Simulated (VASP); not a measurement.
Wanted: the native input for a VASP 6.6.1 run.

```
Task                   : single point
Functional             : PBEsol
Potentials or basis    : VASP PAW PBE potentials, release 64 (Cs_sv)
Cutoff                 : 520 eV
k mesh                 : 6 × 6 × 6
Occupations            : fermi-dirac, width 0.05 eV
Spin                   : no spin polarisation
Dipole correction      : no
Further INCAR settings : ALGO = Normal; EDIFF = 1e-06; NBANDS = 10
```

The structure of Cs lies in POSCAR:

```
Cs
1.0
    0.0000000000      3.9218360440      3.9218360440
    3.9218360440      0.0000000000      3.9218360440
    3.9218360440      3.9218360440      0.0000000000
Cs
1
Direct
    0.0000000000      0.0000000000      0.0000000000
```

The input as run:

INCAR

```
SYSTEM = Cs
PREC = Accurate
ENCUT = 520
EDIFF = 1E-6
ISMEAR = -1
SIGMA = 0.05
LREAL = .False.
LASPH = .True.
NELM = 100
ALGO = Normal
ISIF = 2
LWAVE = .False.
LCHARG = .False.
GGA = PS
NBANDS = 10
```

KPOINTS

```
regular mesh
0
Gamma
  6 6 6
  0 0 0
```

Potentials or basis: VASP PAW PBE potentials, release 64 (Cs_sv).

Command:

```bash
$ cat potpaw_PBE.64/Cs_sv/POTCAR > POTCAR
$ mpirun -np 1 vasp_std > vasp.out
```

It gave:

```yaml
Pressure: -0.2 GPa
```

Caveat: the PAW data sets were made with another functional, which shifts forces and pressure a little.

Wall time 15 s on 1 thread of AMD EPYC 7R13 Processor (Zen 3), on a shared host, peak memory 0.2 GiB.
